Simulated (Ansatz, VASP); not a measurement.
One calculation of SiO2, two programs

```
Si O
1.0
     0.00000    3.56000    3.56000
     3.56000    0.00000    3.56000
     3.56000    3.56000    0.00000
Si O
2 4
Direct
  0.50000 0.50000 0.50000
  0.25000 0.25000 0.25000
  0.35959 0.92122 0.35959
  0.35959 0.35959 0.92122
  0.35959 0.35959 0.35959
  0.92122 0.35959 0.35959
```

Alike in both runs: task single point; functional PBE; k mesh 4 × 4 × 4; occupations gaussian, width 0.1 eV; no spin polarisation.

|  | VASP | Ansatz |
| --- | --- | --- |
| version | VASP 6.6.1 | Ansatz 0.2.0 |
| potentials or method | VASP PAW PBE potentials, release 64 (Si, O), cutoff 600 eV | scalar-relativistic, plane waves, PAW |
| valence electrons in the cell | 32 | 32 |

Ansatz gave:

```
gap on the k mesh at the Fermi level (eV) : 5.17
least direct gap on the mesh (eV)         : 5.18
rms of the force components (eV/Å)        : 12.112
```

Problem. Estimate VASP's values.

Solution. gap on the k mesh at the Fermi level (eV): 5.17; least direct gap on the mesh (eV): 5.17; rms of the force components (eV/Å): 11.961.

Atom by atom the forces differ by 0.151 eV/Å (rms over components).
